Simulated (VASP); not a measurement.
# AlP (F-43m) in VASP: further runs

Aim: see how the results for AlP move with the level of theory and the settings. Levels: PBE, PBEsol. Tasks: single point.

All numbers are computed with VASP 6.6.1; they aren't measurements. Logs are shortened: lines on timing, memory, paths and dates and some standing lists are left out, and cuts for length are marked.

## 1. The cell of the first run

Symmetry: F-43m, No. 216, cubic system. The conventional cell has a = 5.387 Å, b = 5.387 Å, c = 5.387 Å, α = 90.00°, β = 90.00°, γ = 90.00°. Al (site symmetry -43m) has 4 P at 2.33 Å within 3.1 Å. P (site symmetry -43m) has 4 Al at 2.33 Å within 3.1 Å.

## 2. Single point, PBE (functional PBE, strained)

Contents of INCAR:

```
ALGO = Normal
EDIFF = 1E-6
ENCUT = 500
GGA = PE
GGA_COMPAT = F
ISIF = 2
ISMEAR = 0
LASPH = T
LCHARG = F
LREAL = F
LWAVE = F
NBANDS = 11
NELM = 120
PREC = Accurate
SIGMA = 0.02
```

Contents of KPOINTS:

```
k-points
0
Gamma
  8 8 8
```

Contents of POSCAR:

```
AlP
1.0
    0.0000000000      2.6934481200      2.6934481200
    2.6934481200      0.0000000000      2.6934481200
    2.6934481200      2.6934481200      0.0000000000
Al P
1 1
Direct
    0.0000000000      0.0000000000      0.0000000000
    0.7500000000      0.7500000000      0.7500000000
```

Potentials or basis: VASP PAW PBE potentials, release 64 (Al, P).

Command:

```sh
> cat potpaw_PBE.64/Al/POTCAR potpaw_PBE.64/P/POTCAR > POTCAR
> mpirun -np 1 vasp_std > vasp.out
```

OUTCAR:

```text
EDIFF = 1E-6
   ENCUT = 500
   GGA = PE
   ISIF = 2
   ISMEAR = 0
   LASPH = T
   LREAL = F
   NELM = 120
   PREC = Accurate

 ion  position               nearest neighbor table
   1  0.000  0.000  0.000-   2 2.33   2 2.33   2 2.33   2 2.33
   2  0.750  0.750  0.750-   1 2.33   1 2.33   1 2.33   1 2.33

  LATTYP: Found a face centered cubic cell.
 ALAT       =     5.3868962400

  Lattice vectors:

 A1 = (   0.0000000000,   2.6934481200,   2.6934481200)
 A2 = (   2.6934481200,   0.0000000000,   2.6934481200)
 A3 = (   2.6934481200,   2.6934481200,   0.0000000000)

Analysis of symmetry for initial positions (statically):
=====================================================================
 Subroutine PRICEL returns:
 Original cell was already a primitive cell.

 Routine SETGRP: Setting up the symmetry group for a
 face centered cubic supercell.

 Subroutine GETGRP returns: Found 24 space group operations
 (whereof 24 operations were pure point group operations)
 out of a pool of 48 trial point group operations.

The static configuration has the point symmetry T_d .

Analysis of symmetry for dynamics (positions and initial velocities):
=====================================================================
 Subroutine PRICEL returns:
 Original cell was already a primitive cell.

 Routine SETGRP: Setting up the symmetry group for a
 face centered cubic supercell.

 Subroutine GETGRP returns: Found 24 space group operations
 (whereof 24 operations were pure point group operations)
 out of a pool of 48 trial point group operations.

The dynamic configuration has the point symmetry T_d .

 Subroutine INISYM returns: Found 24 space group operations
 (whereof 24 operations are pure point group operations),
 and found     1 'primitive' translations

----------------------------------------------------------------------------------------

                                     Primitive cell

  volume of cell :      39.0801

  direct lattice vectors                    reciprocal lattice vectors
     0.000000000  2.693448120  2.693448120    -0.185635653  0.185635653  0.185635653
     2.693448120  0.000000000  2.693448120     0.185635653 -0.185635653  0.185635653
     2.693448120  2.693448120  0.000000000     0.185635653  0.185635653 -0.185635653

  length of vectors
     3.809110861  3.809110861  3.809110861     0.321530382  0.321530382  0.321530382

  position of ions in fractional coordinates (direct lattice)
     0.000000000  0.000000000  0.000000000
     0.750000000  0.750000000  0.750000000

[... 79 lines left out ...]
   NSW    =      0    number of steps for IOM
   IBRION =     -1    ionic relax: 0-MD 1-quasi-New 2-CG
   NFREE  =      0    steps in history (QN), initial steepest desc. (CG)
   ISIF   =      2    stress and relaxation
   ISYM   =      2    0-nonsym 1-usesym 2-fastsym
   POTIM  = 0.5000    time-step for ionic-motion
   TEBEG  =    0.0;   TEEND  =   0.0 temperature during run
   PSTRESS=    0.0 pullay stress
   NELECT =       8.0000    total number of electrons
   NUPDOWN=      -1.0000    fix difference up-down
   EMIN   =  10.00;   EMAX   =-10.00  energy-range for DOS
   EFERMI =   0.00;   METHOD = LEGACY
   ISMEAR =     0;   SIGMA  =   0.02  broadening in eV -4-tet -1-fermi 0-gaus
   EFERMI_NEDOS =   21; number of points for ismear=-14 and -15
   IALGO  =     38    algorithm
   IMIX   =      4    mixing-type and parameters
     AMIX     =   0.40;   BMIX     =  1.00
     AMIX_MAG =   1.60;   BMIX_MAG =  1.00
  volume/ion in A,a.u.               =      19.54       131.86
  Fermi-wavevector in a.u.,A,eV,Ry     =   0.964835  1.823273 12.665743  0.930906
  Thomas-Fermi vector in A             =   2.094500
   LORBIT       =      0    0 simple, 1 ext, 2 COOP (PROOUT), +10 PAW based schemes
   GGA     = PE    functional components
   LHFCALC =     F    Hartree Fock is set to
   AEXX    =    0.0000 exact exchange contribution
   IVDW    =     0    specifies the selected vdW correction
   LEPSILON=     F    determine dielectric tensor
   LRPA    =     F    only Hartree local field effects (RPA)
 non-spin polarized calculation
 Gauss-broadening in eV      SIGMA  =   0.02
  energy-cutoff  :      500.00
  volume of cell :       39.08
 maximum number of plane-waves:      1002
   NGX = 13   NGY = 13   NGZ = 13

 number of electron       7.9999999 magnetization

 Free energy of the ion-electron system (eV)
  ---------------------------------------------------
  ext. energy  EPLUGINS =         0.00000000
  ---------------------------------------------------
  free energy    TOTEN  =       -10.32811591 eV

  energy without entropy =      -10.32811591  energy(sigma->0) =      -10.32811591

 E-fermi :   5.0796     XC(G=0):  -9.3670

 val. band max:        4.9579840620   @ k =   0.0000   0.0000   0.0000
 cond. band min:       6.4538913444   @ k =   0.5000   0.5000   0.0000
 fundamental gap:      1.4959072824
 Fermi energy:         5.0796404114

 k-point     1 :       0.0000    0.0000    0.0000
  band No.  band energies     occupation
      1      -6.7845      2.00000
      2       4.9580      2.00000
      3       4.9580      2.00000
      4       4.9580      2.00000
      5       8.6135      0.00000
      6       9.5755      0.00000
      7       9.5755      0.00000
      8       9.5755      0.00000
      9      13.8378      0.00000
     10      13.8378      0.00000
     11      15.5377      0.00000
[... 309 lines left out ...]
 k-point    24 :      -0.3750    0.2500    0.1250
  band No.  band energies     occupation
      1      -4.6714      2.00000
      2      -0.3657      2.00000
      3       2.2704      2.00000
      4       3.4095      2.00000
      5       8.9457      0.00000
      6       9.5637      0.00000
      7      11.9835      0.00000
      8      12.8135      0.00000
      9      14.1535      0.00000
     10      16.6096      0.00000
     11      17.9922      0.00000

 [... further k-points ...]
[... 5 lines left out ...]
  --------------------------------------------------------------------------------------
  -------------------------------------------------------------------------------------
  Total        1.5136583      1.5136583      1.5136583      0.0000000      0.0000000      0.0000000
  in kB       62.0558281     62.0558281     62.0558281      0.0000000      0.0000000      0.0000000
  external PRESSURE =      62.0558281 kB  Pullay stress =       0.0000000 kB

 VOLUME and BASIS-vectors are now :
 -----------------------------------------------------------------------------
  energy-cutoff  :      500.00
  volume of cell :       39.08
      direct lattice vectors                 reciprocal lattice vectors
     0.000000000  2.693448120  2.693448120    -0.185635653  0.185635653  0.185635653
     2.693448120  0.000000000  2.693448120     0.185635653 -0.185635653  0.185635653
     2.693448120  2.693448120  0.000000000     0.185635653  0.185635653 -0.185635653

 POSITION                                       TOTAL-FORCE (eV/Angst)
 -----------------------------------------------------------------------------------
      0.00000      0.00000      0.00000         0.000000     -0.000000      0.000000
      4.04017      4.04017      4.04017        -0.000000      0.000000     -0.000000
 -----------------------------------------------------------------------------------
    total drift:                               -0.000000     -0.000000     -0.000000

  FREE ENERGIE OF THE ION-ELECTRON SYSTEM (eV)
  ---------------------------------------------------
  free  energy   TOTEN  =       -10.3281159087 eV

  energy  without entropy=      -10.3281159087  energy(sigma->0) =      -10.32811591
```

OSZICAR:

```text
N       E                     dE             d eps       ncg     rms          rms(c)
DAV:   1     0.107582924764E+02    0.10758E+02   -0.29205E+03   638   0.523E+02
DAV:   2    -0.994853130624E+01   -0.20707E+02   -0.20099E+02   798   0.928E+01
DAV:   3    -0.106880526544E+02   -0.73952E+00   -0.73840E+00   836   0.163E+01
DAV:   4    -0.106938605490E+02   -0.58079E-02   -0.58074E-02   740   0.174E+00
DAV:   5    -0.106939676499E+02   -0.10710E-03   -0.10710E-03   833   0.222E-01    0.470E+00
DAV:   6    -0.103762135549E+02    0.31775E+00   -0.59862E-01   713   0.293E+00    0.302E+00
DAV:   7    -0.103277156195E+02    0.48498E-01   -0.23385E-01   777   0.198E+00    0.150E+00
DAV:   8    -0.103280622218E+02   -0.34660E-03   -0.15661E-02   747   0.618E-01    0.220E-01
DAV:   9    -0.103279730144E+02    0.89207E-04   -0.73285E-04   759   0.151E-01    0.837E-02
DAV:  10    -0.103281105134E+02   -0.13750E-03   -0.19599E-04   731   0.753E-02    0.882E-03
DAV:  11    -0.103281153201E+02   -0.48068E-05   -0.21536E-05   780   0.220E-02    0.125E-02
DAV:  12    -0.103281159087E+02   -0.58859E-06   -0.16670E-06   735   0.689E-03
   1 F= -.10328116E+02 E0= -.10328116E+02  d E =-.563724E-20
```

stdout:

```text
POSCAR found type information on POSCAR AlP
 POSCAR found :  2 types and       2 ions
 scaLAPACK will be used
 LDA part: xc-table for (Slater+PW92), standard interpolation
 POSCAR, INCAR and KPOINTS ok, starting setup
 FFT: planning ... GRIDC
 FFT: planning ... GRID_SOFT
 FFT: planning ... GRID
 WAVECAR not read
 entering main loop
```

Run time: 14 s. Hardware: 1 thread of Intel Xeon 8259CL, shared host; peak memory 0.15 GiB.

What came out:

* Free energy: -10.3281 eV
* Pressure: 6.2 GPa
* Band gap on the k mesh: 1.50 eV, indirect (least direct gap 3.66 eV)

Caveat: the cell differs from its parent crystal (functional PBE, strained). A k mesh can miss the band edges.

## 3. Single point, PBEsol (strained)

Contents of INCAR:

```
PREC = Accurate ; ENCUT = 500
EDIFF = 1E-6 ; ISMEAR = 0
SIGMA = 0.02 ; LREAL = False
LASPH = True ; NELM = 120
ALGO = Normal ; ISIF = 2
LWAVE = False ; LCHARG = False
GGA = PS ; NBANDS = 11
GGA_COMPAT = False
```

Contents of KPOINTS:

```
Automatic mesh
0
Gamma
  8 8 8
```

Contents of POSCAR:

```
AlP
1.0
    0.0000000000      2.7649107300      2.7649107300
    2.7649107300      0.0000000000      2.7649107300
    2.7649107300      2.7649107300      0.0000000000
Al P
1 1
Direct
    0.0000000000      0.0000000000      0.0000000000
    0.7500000000      0.7500000000      0.7500000000
```

Potentials or basis: VASP PAW PBE potentials, release 64 (Al, P).

Command:

```sh
> cat potpaw_PBE.64/Al/POTCAR potpaw_PBE.64/P/POTCAR > POTCAR
> mpirun -np 1 vasp_std > vasp.out
```

OUTCAR:

```text
PREC = Accurate
   ENCUT = 500
   EDIFF = 1E-6
   ISMEAR = 0
   LREAL = False
   LASPH = True
   NELM = 120
   ISIF = 2
   GGA = PS

 ion  position               nearest neighbor table
   1  0.000  0.000  0.000-   2 2.39   2 2.39   2 2.39   2 2.39
   2  0.750  0.750  0.750-   1 2.39   1 2.39   1 2.39   1 2.39

  LATTYP: Found a face centered cubic cell.
 ALAT       =     5.5298214600

  Lattice vectors:

 A1 = (   0.0000000000,   2.7649107300,   2.7649107300)
 A2 = (   2.7649107300,   0.0000000000,   2.7649107300)
 A3 = (   2.7649107300,   2.7649107300,   0.0000000000)

Analysis of symmetry for initial positions (statically):
=====================================================================
 Subroutine PRICEL returns:
 Original cell was already a primitive cell.

 Routine SETGRP: Setting up the symmetry group for a
 face centered cubic supercell.

 Subroutine GETGRP returns: Found 24 space group operations
 (whereof 24 operations were pure point group operations)
 out of a pool of 48 trial point group operations.

The static configuration has the point symmetry T_d .

Analysis of symmetry for dynamics (positions and initial velocities):
[... 164 lines left out ...]
 fundamental gap:      1.5107014244
 Fermi energy:         4.3333613762

 k-point     1 :       0.0000    0.0000    0.0000
  band No.  band energies     occupation
      1      -7.1200      2.00000
      2       4.1920      2.00000
      3       4.1920      2.00000
      4       4.1920      2.00000
      5       7.0775      0.00000
      6       8.6507      0.00000
      7       8.6507      0.00000
      8       8.6507      0.00000
      9      12.9491      0.00000
     10      12.9491      0.00000
     11      14.0230      0.00000
[... 309 lines left out ...]
 k-point    24 :      -0.3750    0.2500    0.1250
  band No.  band energies     occupation
      1      -5.2161      2.00000
      2      -0.8792      2.00000
      3       1.6485      2.00000
      4       2.7472      2.00000
      5       8.0099      0.00000
      6       8.5757      0.00000
      7      10.9010      0.00000
      8      11.6897      0.00000
      9      12.9425      0.00000
     10      15.3865      0.00000
     11      16.6181      0.00000

 [... further k-points ...]
[... 5 lines left out ...]
  --------------------------------------------------------------------------------------
  -------------------------------------------------------------------------------------
  Total       -0.6862227     -0.6862227     -0.6862227     -0.0000000      0.0000000     -0.0000000
  in kB      -26.0077216    -26.0077216    -26.0077216     -0.0000000      0.0000000     -0.0000000
  external PRESSURE =     -26.0077216 kB  Pullay stress =       0.0000000 kB

 VOLUME and BASIS-vectors are now :
 -----------------------------------------------------------------------------
  energy-cutoff  :      500.00
  volume of cell :       42.27
      direct lattice vectors                 reciprocal lattice vectors
     0.000000000  2.764910730  2.764910730    -0.180837665  0.180837665  0.180837665
     2.764910730  0.000000000  2.764910730     0.180837665 -0.180837665  0.180837665
     2.764910730  2.764910730  0.000000000     0.180837665  0.180837665 -0.180837665

 POSITION                                       TOTAL-FORCE (eV/Angst)
 -----------------------------------------------------------------------------------
      0.00000      0.00000      0.00000        -0.000000     -0.000000     -0.000000
      4.14737      4.14737      4.14737         0.000000      0.000000      0.000000
 -----------------------------------------------------------------------------------
    total drift:                               -0.000000     -0.000000     -0.000000

  FREE ENERGIE OF THE ION-ELECTRON SYSTEM (eV)
  ---------------------------------------------------
  free  energy   TOTEN  =       -10.9842406936 eV

  energy  without entropy=      -10.9842406936  energy(sigma->0) =      -10.98424069
```

OSZICAR:

```text
N       E                     dE             d eps       ncg     rms          rms(c)
DAV:   1     0.107027427191E+02    0.10703E+02   -0.29291E+03   638   0.531E+02
DAV:   2    -0.104130069280E+02   -0.21116E+02   -0.20292E+02   825   0.901E+01
DAV:   3    -0.113310221492E+02   -0.91802E+00   -0.91653E+00   830   0.175E+01
DAV:   4    -0.113383082372E+02   -0.72861E-02   -0.72855E-02   764   0.191E+00
DAV:   5    -0.113384333919E+02   -0.12515E-03   -0.12515E-03   824   0.239E-01    0.422E+00
DAV:   6    -0.110362005277E+02    0.30223E+00   -0.58612E-01   721   0.278E+00    0.258E+00
DAV:   7    -0.109868780904E+02    0.49322E-01   -0.19452E-01   798   0.174E+00    0.124E+00
DAV:   8    -0.109842841697E+02    0.25939E-02   -0.13516E-02   781   0.546E-01    0.183E-01
DAV:   9    -0.109841771601E+02    0.10701E-03   -0.83494E-04   754   0.149E-01    0.731E-02
DAV:  10    -0.109842349125E+02   -0.57752E-04   -0.78631E-05   745   0.458E-02    0.123E-02
DAV:  11    -0.109842403131E+02   -0.54006E-05   -0.87992E-06   751   0.159E-02    0.696E-03
DAV:  12    -0.109842406936E+02   -0.38052E-06   -0.79793E-07   574   0.471E-03
   1 F= -.10984241E+02 E0= -.10984241E+02  d E =-.133162E-25
```

Run time: 17 s. Hardware: 1 thread of Intel Xeon 8259CL, shared host; peak memory 0.16 GiB.

Results:

```
Free energy            : -10.9842 eV
Pressure               : -2.6 GPa
Band gap on the k mesh : 1.51 eV, indirect (least direct gap 2.89 eV)
```

Levels at points of the mesh, in eV from the valence-band top:
```
           k point  band 1  band 2  band 3  band 4  band 5  band 6  band 7  band 8
(0.00, 0.00, 0.00)  -11.31    0.00    0.00    0.00    2.89    4.46    4.46    4.46
(0.50, 0.00, 0.00)   -9.71   -5.41   -0.75   -0.75    2.59    4.74    4.74    7.97
(0.50, 0.50, 0.00)   -9.08   -5.21   -2.05   -2.05    1.51    2.38   10.67   10.67
```

Caveat: the cell differs from its parent crystal (strained); the PAW data sets were made with another functional, which shifts forces and pressure a little. A k mesh can miss the band edges.

## 4. Single point, PBEsol (strained)

Contents of INCAR:

```
  ALGO = Normal
  EDIFF = 1E-6
  ENCUT = 500
  GGA = PS
  GGA_COMPAT = False
  ISIF = 2
  ISMEAR = 0
  LASPH = True
  LCHARG = False
  LREAL = False
  LWAVE = False
  NBANDS = 11
  NELM = 120
  PREC = Accurate
  SIGMA = 0.02
```

Contents of KPOINTS:

```
k-points
0
Gamma
  8 8 8
```

Contents of POSCAR:

```
AlP
1.0
    0.0000000000      2.8162591500      2.8162591500
    2.8162591500      0.0000000000      2.8162591500
    2.8162591500      2.8162591500      0.0000000000
Al P
1 1
Direct
    0.0000000000      0.0000000000      0.0000000000
    0.7500000000      0.7500000000      0.7500000000
```

Command:

```sh
> cat potpaw_PBE.64/Al/POTCAR potpaw_PBE.64/P/POTCAR > POTCAR
> mpirun -np 1 vasp_std > vasp.out
```

Run time: 21 s. Hardware: 1 thread of Intel Xeon 8259CL, shared host; peak memory 0.16 GiB.

Results (log left out):

| Quantity | Value |
| --- | --- |
| Free energy | -10.9163 eV |
| Pressure | -6.3 GPa |
| Band gap on the k mesh | 1.61 eV, indirect (least direct gap 2.44 eV) |

Levels at points of the mesh, in eV from the valence-band top:
| k point | band 1 | band 2 | band 3 | band 4 | band 5 | band 6 | band 7 | band 8 |
| --- | --- | --- | --- | --- | --- | --- | --- | --- |
| (0.00, 0.00, 0.00) | -11.02 | 0.00 | 0.00 | 0.00 | 2.44 | 4.38 | 4.38 | 4.38 |
| (0.50, 0.00, 0.00) | -9.54 | -5.18 | -0.71 | -0.71 | 2.39 | 4.71 | 4.71 | 7.81 |
| (0.50, 0.50, 0.00) | -8.96 | -5.04 | -1.94 | -1.94 | 1.61 | 2.38 | 10.21 | 10.21 |

Caveat: the cell differs from its parent crystal (strained); the PAW data sets were made with another functional, which shifts forces and pressure a little. A k mesh can miss the band edges.

## 5. Overview

```csv
level,cell,gap on the mesh (eV),pressure (GPa)
PBE,"a = 3.809 Å, angles 60.0°, 2 atoms",1.50,6.2
PBEsol,"a = 3.910 Å, angles 60.0°, 2 atoms",1.51,-2.6
PBEsol,"a = 3.983 Å, angles 60.0°, 2 atoms",1.61,-6.3
```

Alike in all rows: task single point; potentials or basis VASP PAW PBE potentials, release 64 (Al, P); no spin polarisation; k mesh 8 × 8 × 8; cutoff (eV) 500; smearing gaussian 0.02 eV.

Caveats: the PAW data sets were made with another functional, which shifts forces and pressure a little (some runs).

Absolute energies hang on the potentials; compare differences alone.
